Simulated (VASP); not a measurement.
Here is a VASP 6.6.1 calculation.

Contents of INCAR:

```
PREC     = Accurate       # precision mode
ENCUT    = 520            # plane-wave cutoff, eV
EDIFF    = 1E-6           # SCF threshold, eV
ISMEAR   = 0              # smearing method
SIGMA    = 0.1            # smearing width, eV
LREAL    = F              # projectors in reciprocal space
LASPH    = T              # aspherical terms in the spheres
NELM     = 80             # most SCF steps
ALGO     = Normal         # electronic algorithm
ISIF     = 2              # what is computed and relaxed
LWAVE    = F              # write WAVECAR
LCHARG   = F              # write CHGCAR
GGA      = PE             # functional
NBANDS   = 41             # bands
```

File KPOINTS:

```
regular mesh
0
Gamma
  6 6 2
```

POSCAR

```
Ir2Ru
1.0
    2.7657789986     -0.0000000031      0.0000000000
   -1.3828894966      2.3952348756      0.0000000000
    0.0000000000      0.0000000000     12.9753144688
Ru Ir
2 4
Direct
    0.3333333333      0.6666666667      0.7500000000
    0.6666666667      0.3333333333      0.2500000000
    0.3333333333      0.6666666667      0.0858776630
    0.3333333333      0.6666666667      0.4141223370
    0.6666666667      0.3333333333      0.9141223370
    0.6666666667      0.3333333333      0.5858776630
```

Potentials or basis: VASP PAW PBE potentials, release 64 (Ru_pv, Ir).

Command:

```console
$ cat potpaw_PBE.64/Ru_pv/POTCAR potpaw_PBE.64/Ir/POTCAR > POTCAR
$ mpirun -np 1 vasp_std > vasp.out
```

Problem. What does it give for the pressure?

Solution. 0.3 GPa.

Problem. Predict the largest force.

Solution. 0.012 eV/Å.

Problem. Estimate the band gap on the k mesh.

Solution. Zero (bands 32 and 33 overlap by 2.47 eV).

Stress tensor (GPa, compression positive):
```
0.19 0.00 0.00
0.00 0.19 0.00
0.00 0.00 0.61
```

Caveat: the k points lie up to 0.44 Å⁻¹ apart, too coarse for converged energies and pressures of a metal; spin-orbit coupling is left out, which moves the levels of the heavy elements.
